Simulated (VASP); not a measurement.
Input of a VASP 6.6.1 run:

Contents of INCAR:

```
SYSTEM = Hg
  PREC = Accurate
  ENCUT = 520
  EDIFF = 1E-7
  ISMEAR = -1
  SIGMA = 0.05
  LREAL = .False.
  LASPH = .True.
  NELM = 60
  ALGO = Normal
  ISIF = 2
  LWAVE = .False.
  LCHARG = .True.
  GGA = PS
  LELF = .True.
  LVHAR = .True.
  NBANDS = 19
```

File KPOINTS:

```
Automatic mesh
0
Gamma
  12 12 12
  0 0 0
```

File POSCAR:

```
Hg
1.0
    0.0000000000      3.1953812564      3.1953812564
    3.1953812564      0.0000000000      3.1953812564
    3.1953812564      3.1953812564      0.0000000000
Hg
2
Direct
   -0.1250000000     -0.1250000000     -0.1250000000
    0.1250000000      0.1250000000      0.1250000000
```

Potentials or basis: VASP PAW PBE potentials, release 64 (Hg).

Launch:

```console
$ cat potpaw_PBE.64/Hg/POTCAR > POTCAR
$ mpirun -np 1 vasp_std > vasp.out
```

(1) Estimate the pressure.

(2) Estimate the band gap on the k mesh.

Answers

(1) 2.9 GPa.

(2) zero (bands 12 and 13 overlap by 4.34 eV).

Caveat: the PAW data sets were made with another functional, which shifts forces and pressure a little; spin-orbit coupling is left out, which moves the levels of the heavy elements.
